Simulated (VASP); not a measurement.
Wanted: the native input for a VASP 6.6.1 run.

```yaml
Task: single point
Functional: LDA
Potentials_or_basis: VASP PAW LDA potentials, release 64 (Mg)
Cutoff: 520 eV
k_mesh: 8 × 8 × 8
Occupations: gaussian, width 0.05 eV
Spin: non-collinear spin, typed start
Starting_moments: "[[0.289, 0.289, 0.289]] μB"
Dipole_correction: no
Further_INCAR_settings: ALGO = Normal; EDIFF = 1e-07; NBANDS = 13
```

The structure of Mg lies in POSCAR:

```
Mg
1.0
   -1.7583220000      1.7677290000      1.8006450000
    1.7691140000     -1.7358500000      1.7795580000
    1.7713350000      1.7488630000     -1.7687660000
Mg
1
Direct
   -0.0584700000     -0.0042390000      0.0161650000
```

This cell differs from its parent crystal: the cell strained at random.

One way to write it, as run:

INCAR

```
SYSTEM = Mg
PREC = Accurate
ENCUT = 520
EDIFF = 1E-7
ISMEAR = 0
SIGMA = 0.05
LREAL = .False.
LASPH = .True.
NELM = 150
ALGO = Normal
ISIF = 2
LWAVE = .False.
LCHARG = .False.
LNONCOLLINEAR = .True.
MAGMOM = 0.289 0.289 0.289
LORBIT = 11
GGA = CA
NBANDS = 13
```

KPOINTS

```
Automatic mesh
0
Gamma
  8 8 8
  0 0 0
```

Potentials or basis: VASP PAW LDA potentials, release 64 (Mg).

Launch:

```bash
$ cat potpaw_LDA.64/Mg/POTCAR > POTCAR
$ mpirun -np 1 vasp_ncl > vasp.out
```

Results of the run:

```yaml
Pressure: -1.7 GPa
Band_gap_on_the_k_mesh: zero (bands 2 and 3 overlap by 4.75 eV)
Net_moment: 0.00 μB per cell
Valence_electrons_inside_the_program's_atomic_spheres: Mg 0.36
```

Caveat: the cell differs from its parent crystal (the cell strained at random).

Run time: 41 s on 1 thread of Intel(R) Xeon(R) 6975P-C (Granite Rapids), with other jobs on the host, peak memory 0.25 GiB.
